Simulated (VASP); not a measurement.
Set up this calculation in VASP 6.6.1, as the native input.

```yaml
Task: single point
Functional: LDA
Potentials_or_basis: VASP PAW LDA potentials, release 64 (Ca_sv, O)
Cutoff: 520 eV
k_mesh: 6 × 6 × 6
Occupations: gaussian, width 0.05 eV
Spin: no spin polarisation
Dipole_correction: no
Further_INCAR_settings: ALGO = Normal; EDIFF = 1e-06; NBANDS = 42
```

The structure of CaO lies in POSCAR:

```
CaO
1.0
    4.8980000000      0.0000000000      0.0000000000
    0.0000000000     -4.8980000000      0.0000000000
    0.0000000000      0.0000000000     -4.8980000000
Ca O
4 4
Direct
    0.0000000000      0.5000000000      0.5000000000
    0.5000000000      0.0000000000      0.5000000000
    0.5000000000      0.5000000000      0.0000000000
    0.0000000000      0.0000000000      0.0000000000
    0.5000000000      0.0000000000     -0.0612494896
    0.0000000000      0.5000000000      0.0000000000
    0.0000000000      0.0000000000      0.5000000000
    0.5000000000      0.5000000000      0.5000000000
```

This cell differs from its parent crystal: atom 5 (O) moved +0.300 Å towards its neighbour atom 2 (Ca) at 2.449 Å.

One way to write it, as run:

INCAR

```
SYSTEM = CaO
  PREC = Accurate
  ENCUT = 520
  EDIFF = 1E-6
  ISMEAR = 0
  SIGMA = 0.05
  LREAL = .False.
  LASPH = .True.
  NELM = 100
  ALGO = Normal
  ISIF = 2
  LWAVE = .False.
  LCHARG = .False.
  GGA = CA
  NBANDS = 42
```

KPOINTS

```
Automatic mesh
0
Gamma
  6 6 6
  0 0 0
```

Potentials or basis: VASP PAW LDA potentials, release 64 (Ca_sv, O).

Command:

```console
$ cat potpaw_LDA.64/Ca_sv/POTCAR potpaw_LDA.64/O/POTCAR > POTCAR
$ mpirun -np 1 vasp_std > vasp.out
```

Results of the run:

The pressure is -10.4 GPa. The largest force is 1.596 eV/Å and the band gap on the k mesh is 3.50 eV, direct.

Caveat: the cell differs from its parent crystal (atom 5 (O) moved +0.300 Å towards its neighbour atom 2 (Ca) at 2.449 Å); forces of over 1 eV/Å act on the atoms, so gaps and moduli don't describe the material at rest.

It took 61 s on 1 thread of Intel(R) Xeon(R) 6975P-C (Granite Rapids) (shared host), peak memory 0.26 GiB.
